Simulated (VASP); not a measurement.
# Al9Cu4 (a cell with a defect) in VASP: notebook

Runs on Al9Cu4 (a cell with a defect). Level: PBE. Tasks: single point.

All numbers are computed with VASP 6.6.1; they aren't measurements. Logs are shortened: lines on timing, memory, paths and dates and some standing lists are left out, and cuts for length are marked.

## Step 1: The cell of the first run

The cell holds a defect, 13 atoms: a = 5.782 Å, b = 5.783 Å, c = 5.783 Å, α = 90.00°, β = 90.00°, γ = 90.00°.

## Step 2: Single point, PBE

File INCAR:

```
SYSTEM = Al9Cu4
PREC = Accurate ; ENCUT = 520
EDIFF = 1E-6 ; ISMEAR = 0
SIGMA = 0.1 ; LREAL = .FALSE.
LASPH = .TRUE. ; NELM = 100
ALGO = Normal ; ISIF = 2
LWAVE = .FALSE. ; LCHARG = .TRUE.
GGA = PE ; LELF = .TRUE.
LVHAR = .TRUE. ; NBANDS = 48
```

File KPOINTS:

```
Automatic mesh
0
Gamma
  4 4 4
  0.5 0.5 0.5
```

File POSCAR:

```
Al9Cu4
1.0
    0.0000000000      0.0000000000     -5.7824626538
    4.0892560504     -4.0892560504      0.0000000000
   -4.0892560504     -4.0892560504      0.0000000000
Al Cu
9 4
Direct
    0.2297664645      0.7916078035      0.2473797159
    0.7239555620      0.2803116229      0.2555012421
    0.2345270659      0.2690930787      0.7714186789
    0.9719556072      0.5506993136      0.5325483347
    0.2252315454      0.2759534952      0.2551081388
    0.7029582798      0.7964070872      0.2749970865
    0.2738241636      0.7924288575      0.7675495154
    0.7053863110      0.2828560955      0.7694485161
   -0.2304184358     -0.1696589774     -0.1784126479
    0.4778102628      0.0413110595      0.0232094784
   -0.0184765569      0.5311332852      0.0060590483
    0.4740248514      0.5292170442      0.5096917323
   -0.0204660206      0.0286127840      0.5154693113
```

Potentials or basis: VASP PAW PBE potentials, release 64 (Al, Cu).

Launch:

```sh
cat potpaw_PBE.64/Al/POTCAR potpaw_PBE.64/Cu/POTCAR > POTCAR
mpirun -np 1 vasp_std > vasp.out
```

OUTCAR:

```text
SYSTEM = Al9Cu4
   PREC = Accurate
   ENCUT = 520
   EDIFF = 1E-6
   ISMEAR = 0
   LREAL = .FALSE.
   LASPH = .TRUE.
   NELM = 100
   ISIF = 2
   GGA = PE

 ion  position               nearest neighbor table
   1  0.230  0.792  0.247-  10 2.41  11 2.51  13 2.53  12 2.57   4 2.62   6 2.74   7 2.79   5 2.80
                             5 2.98   7 3.02   6 3.05
   2  0.724  0.280  0.256-  10 2.40  12 2.51  11 2.53  13 2.56   4 2.66   6 2.80   8 2.81   5 2.88
                             5 2.90   8 2.97   6 2.99
   3  0.235  0.269  0.771-  10 2.42  11 2.51  13 2.51  12 2.54   4 2.62   8 2.72   7 2.77   5 2.80
                             5 2.99   7 3.04   8 3.06
   4  0.972  0.551  0.533-   8 2.58   6 2.58   9 2.60   7 2.62   3 2.62   1 2.62   2 2.66   5 2.69
                            11 2.74  13 2.77  12 2.88  12 2.91  13 3.02  11 3.05
   5  0.225  0.276  0.255-  10 2.40  11 2.50  13 2.52  12 2.53   4 2.69   3 2.80   1 2.80   2 2.88
                             2 2.90   1 2.98   3 2.99
   6  0.703  0.796  0.275-  10 2.41  12 2.45  13 2.51   4 2.58   9 2.66  11 2.71   1 2.74   2 2.80
                             2 2.99   1 3.05   9 3.19
   7  0.274  0.792  0.768-  10 2.38  12 2.43   4 2.62  13 2.62  11 2.65   3 2.77   1 2.79   9 2.89
                             9 2.94   1 3.02   3 3.04
   8  0.705  0.283  0.769-  10 2.42  12 2.47  11 2.55   4 2.58  13 2.61   9 2.66   3 2.72   2 2.81
                             2 2.97   3 3.06   9 3.20
   9  0.770  0.830  0.822-  11 2.37  10 2.39  13 2.43   4 2.60   6 2.66   8 2.66   7 2.89   7 2.94
                            12 3.03   6 3.19   8 3.20
  10  0.478  0.041  0.023-   7 2.38   9 2.39   2 2.40   5 2.40   6 2.41   1 2.41   3 2.42   8 2.42

  11  0.982  0.531  0.006-   9 2.37   5 2.50   1 2.51   3 2.51   2 2.53   8 2.55   7 2.65   6 2.71
                             4 2.74   4 3.05
  12  0.474  0.529  0.510-   7 2.43   6 2.45   8 2.47   2 2.51   5 2.53   3 2.54   1 2.57   4 2.88
                             4 2.91   9 3.03
  13  0.980  0.029  0.515-   9 2.43   6 2.51   3 2.51   5 2.52   1 2.53   2 2.56   8 2.61   7 2.62
                             4 2.77   4 3.02

  LATTYP: Found a simple tetragonal cell.
 ALAT       =     5.7830813665
 C/A-ratio  =     0.9998930133

  Lattice vectors:

 A1 = (   4.0892560504,  -4.0892560504,   0.0000000000)
 A2 = (  -4.0892560504,  -4.0892560504,   0.0000000000)
 A3 = (   0.0000000000,   0.0000000000,  -5.7824626538)

Analysis of symmetry for initial positions (statically):
=====================================================================
 Subroutine PRICEL returns:
 Original cell was already a primitive cell.

 Routine SETGRP: Setting up the symmetry group for a
 simple tetragonal supercell.

 Subroutine GETGRP returns: Found  1 space group operations
 (whereof  1 operations were pure point group operations)
 out of a pool of 16 trial point group operations.

The static configuration has the point symmetry C_1 .

Analysis of symmetry for dynamics (positions and initial velocities):
=====================================================================
 Subroutine PRICEL returns:
 Original cell was already a primitive cell.

 Routine SETGRP: Setting up the symmetry group for a
 simple tetragonal supercell.

 Subroutine GETGRP returns: Found  1 space group operations
 (whereof  1 operations were pure point group operations)
 out of a pool of 16 trial point group operations.

The dynamic configuration has the point symmetry C_1 .

 Subroutine INISYM returns: Found  1 space group operations
 (whereof  1 operations are pure point group operations),
 and found     1 'primitive' translations

----------------------------------------------------------------------------------------

                                     Primitive cell

  volume of cell :     193.3889

  direct lattice vectors                    reciprocal lattice vectors
     0.000000000  0.000000000 -5.782462654     0.000000000  0.000000000 -0.172936698
     4.089256050 -4.089256050  0.000000000     0.122271629 -0.122271629  0.000000000
    -4.089256050 -4.089256050  0.000000000    -0.122271629 -0.122271629  0.000000000

  length of vectors
     5.782462654  5.783081366  5.783081366     0.172936698  0.172918196  0.172918196

  position of ions in fractional coordinates (direct lattice)
     0.229766465  0.791607803  0.247379716
     0.723955562  0.280311623  0.255501242
     0.234527066  0.269093079  0.771418679
     0.971955607  0.550699314  0.532548335
     0.225231545  0.275953495  0.255108139
     0.702958280  0.796407087  0.274997087
     0.273824164  0.792428857  0.767549515
     0.705386311  0.282856096  0.769448516
     0.769581564  0.830341023  0.821587352
     0.477810263  0.041311060  0.023209478
     0.981523443  0.531133285  0.006059048
     0.474024851  0.529217044  0.509691732
     0.979533979  0.028612784  0.515469311

  ion indices of the primitive-cell ions
   primitive index   ion index
                 1           1
                 2           2
                 3           3
                 4           4
                 5           5
                 6           6
                 7           7
                 8           8
                 9           9
                10          10
                11          11
                12          12
                13          13

----------------------------------------------------------------------------------------

 KPOINTS: Automatic mesh

Automatic generation of k-mesh.
 Grid dimensions read from file:
 generate k-points for:    4    4    4

 Generating k-lattice:

  Cartesian coordinates                     Fractional coordinates (reciprocal lattice)
     0.000000000  0.000000000 -0.043234175     0.250000000  0.000000000  0.000000000
     0.030567907 -0.030567907  0.000000000     0.000000000  0.250000000  0.000000000
    -0.030567907 -0.030567907  0.000000000     0.000000000  0.000000000  0.250000000

  Length of vectors
     0.043234175  0.043229549  0.043229549

  Shift w.r.t. Gamma in fractional coordinates (k-lattice)
     0.500000000  0.500000000  0.500000000

 Subroutine IBZKPT returns following result:
 ===========================================

 Found     32 irreducible k-points:

 Following reciprocal coordinates:
[... 18 lines left out ...]
   NGXF,Y,Z  is equivalent  to a cutoff of  27.60, 27.60, 27.60 a.u.
 SYSTEM =  Al9Cu4
   PREC   = accura    normal or accurate (medium, high low for compatibility)
   ISTART =      0    job   : 0-new  1-cont  2-samecut
   ICHARG =      2    charge: 1-file 2-atom 10-const
   ISPIN  =      1    spin polarized calculation?
   LNONCOLLINEAR =      F non collinear calculations
   LSORBIT =      F    spin-orbit coupling
   LASPH  =      T    aspherical Exc in radial PAW
   ENCUT  =  520.0 eV  38.22 Ry    6.18 a.u.  10.75 10.75 10.75*2*pi/ulx,y,z
   NELM   =    100;   NELMIN=  2; NELMDL= -5     # of ELM steps
   EDIFF  = 0.1E-05   stopping-criterion for ELM
   LREAL  =      F    real-space projection
   EDIFFG = 0.1E-04   stopping-criterion for IOM
   NSW    =      0    number of steps for IOM
   IBRION =     -1    ionic relax: 0-MD 1-quasi-New 2-CG
   NFREE  =      0    steps in history (QN), initial steepest desc. (CG)
   ISIF   =      2    stress and relaxation
   ISYM   =      2    0-nonsym 1-usesym 2-fastsym
   POTIM  = 0.5000    time-step for ionic-motion
   TEBEG  =    0.0;   TEEND  =   0.0 temperature during run
   PSTRESS=    0.0 pullay stress
   NELECT =      71.0000    total number of electrons
   NUPDOWN=      -1.0000    fix difference up-down
   EMIN   =  10.00;   EMAX   =-10.00  energy-range for DOS
   EFERMI =   0.00;   METHOD = LEGACY
   ISMEAR =     0;   SIGMA  =   0.10  broadening in eV -4-tet -1-fermi 0-gaus
   EFERMI_NEDOS =   21; number of points for ismear=-14 and -15
   IALGO  =     38    algorithm
   IMIX   =      4    mixing-type and parameters
     AMIX     =   0.40;   BMIX     =  1.00
     AMIX_MAG =   1.60;   BMIX_MAG =  1.00
  volume/ion in A,a.u.               =      14.88       100.39
  Fermi-wavevector in a.u.,A,eV,Ry     =   1.172242  2.215215 18.696451  1.374150
  Thomas-Fermi vector in A             =   2.308673
   LORBIT       =      0    0 simple, 1 ext, 2 COOP (PROOUT), +10 PAW based schemes
   GGA     = PE    functional components
   LHFCALC =     F    Hartree Fock is set to
   AEXX    =    0.0000 exact exchange contribution
   IVDW    =     0    specifies the selected vdW correction
   LEPSILON=     F    determine dielectric tensor
   LRPA    =     F    only Hartree local field effects (RPA)
 non-spin polarized calculation
 Gauss-broadening in eV      SIGMA  =   0.10
  energy-cutoff  :      520.00
  volume of cell :      193.39
 maximum number of plane-waves:      5212
 NGX is ok and might be reduce to    48
   NGX = 21   NGY = 21   NGZ = 21

 number of electron      70.9999987 magnetization

 Free energy of the ion-electron system (eV)
  ---------------------------------------------------
  ext. energy  EPLUGINS =         0.00000000
  ---------------------------------------------------
  free energy    TOTEN  =       -49.26049925 eV

  energy without entropy =      -49.23111037  energy(sigma->0) =      -49.24580481

 E-fermi :   8.2449     XC(G=0): -10.7471

 val. band max:        8.2146581612   @ k =   0.1250   0.1250   0.1250
 cond. band min:       8.2490523187   @ k =   0.1250   0.1250   0.1250
 fundamental gap:      0.0343941576
 Fermi energy:         8.2449130187

 k-point     1 :       0.1250    0.1250    0.1250
  band No.  band energies     occupation
      1      -2.8102      2.00000
      2      -0.0236      2.00000
      3       0.6435      2.00000
      4       0.6647      2.00000
      5       1.9015      2.00000
      6       2.3842      2.00000
[... 39 lines left out ...]
     46      12.4691      0.00000
     47      12.4776      0.00000

 k-point     2 :       0.1250   -0.1250    0.1250
  band No.  band energies     occupation
      1      -2.8087      2.00000
      2      -0.0273      2.00000
      3       0.5823      2.00000
      4       0.7153      2.00000
      5       1.9189      2.00000
      6       2.3673      2.00000
[... 39 lines left out ...]
     46      12.3817      0.00000
     47      12.4202      0.00000

 k-point     3 :       0.1250   -0.1250   -0.1250
  band No.  band energies     occupation
      1      -2.8096      2.00000
      2      -0.0128      2.00000
      3       0.6259      2.00000
      4       0.6462      2.00000
      5       1.9385      2.00000
      6       2.3722      2.00000
[... 1039 lines left out ...]
     46      12.3079      0.00000
     47      12.5022      0.00000

 k-point    24 :      -0.3750   -0.1250   -0.3750
  band No.  band energies     occupation
      1      -1.8234      2.00000
      2      -0.8090      2.00000
      3      -0.3440      2.00000
      4       0.4395      2.00000
      5       1.3237      2.00000
      6       2.0995      2.00000
[... 39 lines left out ...]
     46      12.2857      0.00000
     47      12.4606      0.00000

 [... further k-points ...]

 [bands above 47 left out]

------------------------ aborting loop because EDIFF is reached ----------------------------------------

  FORCE on cell =-STRESS in cart. coord.  units (eV):
  Direction    XX          YY          ZZ          XY          YZ          ZX
  --------------------------------------------------------------------------------------
  -------------------------------------------------------------------------------------
  Total       10.8628909      9.0429904      8.3873196     -0.1589434     -0.2555319      0.1628724
  in kB       89.9962803     74.9188684     69.4868034     -1.3168055     -2.1170163      1.3493560
  external PRESSURE =      78.1339841 kB  Pullay stress =       0.0000000 kB

 VOLUME and BASIS-vectors are now :
 -----------------------------------------------------------------------------
  energy-cutoff  :      520.00
  volume of cell :      193.39
      direct lattice vectors                 reciprocal lattice vectors
     0.000000000  0.000000000 -5.782462654     0.000000000  0.000000000 -0.172936698
     4.089256050 -4.089256050  0.000000000     0.122271629 -0.122271629  0.000000000
    -4.089256050 -4.089256050  0.000000000    -0.122271629 -0.122271629  0.000000000

 POSITION                                       TOTAL-FORCE (eV/Angst)
 -----------------------------------------------------------------------------------
      2.22549     -4.24869     -1.32862        -0.000129     -0.052291     -0.061061
      0.10146     -2.19108     -4.18625        -0.033646     -0.029308     -0.022787
     -2.05414     -4.25492     -1.35614        -0.029277     -0.038333     -0.042545
      0.07422     -4.42968     -5.62030         0.008986      0.145210     -0.110760
      0.08524     -2.17165     -1.30239        -0.034459     -0.038552     -0.069211
      2.13218     -4.38125     -4.06483         0.068507      0.013713     -0.098601
      0.10174     -6.37915     -1.58338        -0.039672     -0.106183      0.178545
     -1.98980     -4.30314     -4.07887        -0.050884     -0.100962     -0.090584
      0.03580     -6.75516     -4.45008         0.199897      0.413915      0.500224
      0.07402     -0.26384     -2.76292         0.002189     -0.028029     -0.024249
      2.14716     -2.19672     -5.67562        -0.081261     -0.054954     -0.069146
      0.07984     -4.24836     -2.74103        -0.018571     -0.078243     -0.033686
     -1.99088     -2.22489     -5.66412         0.008319     -0.045982     -0.056139
 -----------------------------------------------------------------------------------
    total drift:                               -0.000575      0.000760     -0.000506

  FREE ENERGIE OF THE ION-ELECTRON SYSTEM (eV)
  ---------------------------------------------------
  free  energy   TOTEN  =       -49.2604992541 eV

  energy  without entropy=      -49.2311103727  energy(sigma->0) =      -49.24580481
```

Run time: 3.4 min. Hardware: 1 thread of Intel Xeon 6975P-C (Granite Rapids), shared host; peak memory 0.43 GiB.

What came out:

```yaml
Free_energy: -49.2605 eV
Pressure: 7.8 GPa
Largest_force: 0.679 eV/Å
Band_gap_on_the_k_mesh: zero (an odd number of electrons rules out a gap without spin polarisation)
```

Forces on the atoms (eV/Å):
```
Al   0.000 -0.052 -0.061
Al  -0.034 -0.029 -0.023
Al  -0.029 -0.038 -0.043
Al   0.009  0.145 -0.111
Al  -0.034 -0.039 -0.069
Al   0.069  0.014 -0.099
Al  -0.040 -0.106  0.179
Al  -0.051 -0.101 -0.091
Al   0.200  0.414  0.500
Cu   0.002 -0.028 -0.024
Cu  -0.081 -0.055 -0.069
Cu  -0.019 -0.078 -0.034
Cu   0.008 -0.046 -0.056
```

## Step 3: Single point, PBE

File INCAR:

```
ALGO = Normal ; EDIFF = 1E-6
ENCUT = 520 ; GGA = PE
ISIF = 2 ; ISMEAR = 0
LASPH = True ; LCHARG = False
LREAL = False ; LWAVE = False
NBANDS = 48 ; NELM = 80
PREC = Accurate ; SIGMA = 0.1
```

KPOINTS is that of step 2.

File POSCAR:

```
Al9Cu4
1.0
    0.0000000000      0.0000000000     -5.7824626538
    4.0892560504     -4.0892560504      0.0000000000
   -4.0892560504     -4.0892560504      0.0000000000
Al Cu
9 4
Direct
    0.2514115675      0.7835772474      0.2684287769
    0.7292358382      0.2613716253      0.2685499481
    0.2370720024      0.2756599210      0.7673339506
    0.9450706952      0.5677643981      0.5363515938
    0.2410720282      0.2717457617      0.2780124272
    0.7303360614      0.7824430558      0.1966516623
    0.2211109827      0.7856513411      0.8023057152
    0.7270423091      0.2918896458      0.8023783445
   -0.3661479765     -0.1209155147     -0.3338755224
    0.4729021463      0.0399488313      0.0168348470
   -0.0034020107      0.5162174914      0.0311527325
    0.4937280482      0.5256048957      0.5162809504
   -0.0126861174      0.0190132384      0.5162291072
```

Potentials or basis: VASP PAW PBE potentials, release 64 (Al, Cu).

Launch:

```sh
cat potpaw_PBE.64/Al/POTCAR potpaw_PBE.64/Cu/POTCAR > POTCAR
mpirun -np 1 vasp_std > vasp.out
```

Run time: 3.6 min. Hardware: 1 thread of Intel Xeon 6975P-C (Granite Rapids), shared host; peak memory 0.44 GiB.

The run converged. Its results:

```yaml
Free_energy: -48.9225 eV
Pressure: 8.6 GPa
Largest_force: 0.310 eV/Å
Band_gap_on_the_k_mesh: zero (an odd number of electrons rules out a gap without spin polarisation)
```

Forces on the atoms (eV/Å):
```
Al   0.038 -0.031 -0.041
Al  -0.025  0.033  0.049
Al   0.024 -0.015  0.027
Al   0.031  0.222 -0.135
Al   0.004  0.006 -0.002
Al   0.012 -0.059  0.050
Al   0.044 -0.026  0.083
Al   0.068 -0.048  0.049
Al  -0.267 -0.061 -0.145
Cu   0.051  0.014  0.026
Cu  -0.004 -0.044  0.029
Cu   0.003  0.014  0.018
Cu   0.021 -0.005 -0.007
```

Stress tensor (GPa, compression positive):
```
 8.61 -1.13 -0.54
-1.13  7.91  1.04
-0.54  1.04  9.40
```

Levels at points of the mesh, in eV from the Fermi level:
```
           k point  band 31  band 32  band 33  band 34  band 35  band 36  band 37  band 38  band 39  band 40
(0.12, 0.12, 0.12)    -2.88    -2.52    -2.01    -0.85    -0.60    -0.26     0.09     0.37     0.92     1.06
```

## Step 4: Single point, PBE

File INCAR:

```
PREC = Accurate
ENCUT = 520
EDIFF = 1E-6
ISMEAR = 0
SIGMA = 0.1
LREAL = F
LASPH = T
NELM = 60
ALGO = Normal
ISIF = 2
LWAVE = F
LCHARG = F
GGA = PE
NBANDS = 48
```

KPOINTS is that of step 3.

File POSCAR:

```
Al9Cu4
1.0
    0.0000000000      0.0000000000     -5.7824626538
    4.0892560504     -4.0892560504      0.0000000000
   -4.0892560504     -4.0892560504      0.0000000000
Al Cu
9 4
Direct
    0.2237842382      0.7564094696      0.2657370892
    0.7499994829      0.2826138754      0.2657435696
    0.2459363917      0.2604589898      0.7635972073
    0.8700936437      0.6363564590      0.6266779259
    0.2347579364      0.2716775341      0.2785844139
    0.7483036656      0.7580485208      0.1756851347
    0.2609597485      0.7595732480      0.8018738518
    0.7467704088      0.2455389165      0.8018261658
   -0.4560159153     -0.0375754167     -0.4703382416
    0.4782057690      0.0282140562      0.0392620315
    0.0067511028      0.4996496856      0.0047019555
    0.4910878237      0.5236744713      0.5149719103
   -0.0172220740      0.0153322510      0.5149781462
```

Launch:

```sh
cat potpaw_PBE.64/Al/POTCAR potpaw_PBE.64/Cu/POTCAR > POTCAR
mpirun -np 1 vasp_std > vasp.out
```

Run time: 3.4 min. Hardware: 1 thread of Intel Xeon 6975P-C (Granite Rapids), shared host; peak memory 0.43 GiB.

Results (log left out):

```yaml
Free_energy: -48.8581 eV
Pressure: 8.6 GPa
Largest_force: 0.169 eV/Å
Band_gap_on_the_k_mesh: zero (an odd number of electrons rules out a gap without spin polarisation)
```

Forces in eV/Å, atoms in the order of the input:
```
Al  -0.020  0.015  0.018
Al   0.010 -0.015 -0.025
Al  -0.011  0.011 -0.015
Al  -0.019 -0.099  0.057
Al  -0.006 -0.006  0.000
Al  -0.020  0.018 -0.027
Al  -0.015  0.017 -0.036
Al  -0.025  0.027 -0.024
Al   0.143  0.017  0.089
Cu  -0.019 -0.005 -0.009
Cu  -0.004  0.022 -0.018
Cu  -0.015  0.007  0.007
Cu   0.001 -0.009 -0.016
```

Stress tensor (GPa, compression positive):
```
 7.36 -1.08 -1.30
-1.08  9.12  0.06
-1.30  0.06  9.32
```

Levels at points of the mesh, in eV from the Fermi level:
```csv
k point,band 31,band 32,band 33,band 34,band 35,band 36,band 37,band 38,band 39,band 40
"(0.12, 0.12, 0.12)",-2.95,-2.45,-1.93,-0.88,-0.59,-0.38,0.16,0.39,0.89,1.11
```

## Step 5: The runs side by side

| cell | gap on the mesh (eV) | pressure (GPa) | largest force (eV/Å) |
| --- | --- | --- | --- |
| as given, atomic positions A | none | 7.8 | 0.68 |
| as given, atomic positions B | none | 8.6 | 0.31 |
| as given, atomic positions C | none | 8.6 | 0.17 |

Alike in all rows: task single point; level PBE; potentials or basis VASP PAW PBE potentials, release 64 (Al, Cu); no spin polarisation; k mesh 4 × 4 × 4, shifted; cutoff (eV) 520; smearing gaussian 0.1 eV.

Absolute energies hang on the potentials; compare differences alone.

The gap in the log of VASP goes by the Fermi energy; the results here count the filled bands.